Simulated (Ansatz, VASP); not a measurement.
**WS2 in VASP and in Ansatz**

```
CELL_PARAMETERS angstrom
3.18162 0.00000 0.00000
-1.59081 2.75536 0.00000
0.00000 0.00000 13.06738
ATOMIC_POSITIONS crystal
W 0.33333 0.66667 0.25000
W 0.66667 0.33333 0.75000
S 0.33333 0.66667 0.63066
S 0.66667 0.33333 0.13066
S 0.33333 0.66667 0.86934
S 0.66667 0.33333 0.36934
```

Alike in both runs: functional r2SCAN; k mesh 12 × 12 × 2; occupations gaussian, width 0.02 eV; no spin polarisation.

Ansatz relaxed the structure, and its values are those at the end. VASP's run is a single point on that final structure, the one shown.

|  | VASP | Ansatz |
| --- | --- | --- |
| version | VASP 6.6.1 | Ansatz 0.2.0 |
| potentials or method | VASP PAW PBE potentials, release 64 (W_sv, S), cutoff 520 eV | scalar-relativistic, plane waves, PAW |
| valence electrons in the cell | 52 | 52 |

|  | VASP | Ansatz | Ansatz less VASP |
| --- | --- | --- | --- |
| gap on the k mesh at the Fermi level (eV) | 1.38 | 1.37 | -0.009 |
| least direct gap on the mesh (eV) | 1.88 | 1.88 | -0.004 |
| pressure (GPa) | 0.2 | 0.0 | -0.18 |
| rms of the force components (eV/Å) | 0.010 | 0.000 | -0.0098 |

VASP's potentials were made for PBE, not for r2SCAN.

Neither program's run includes spin-orbit coupling.
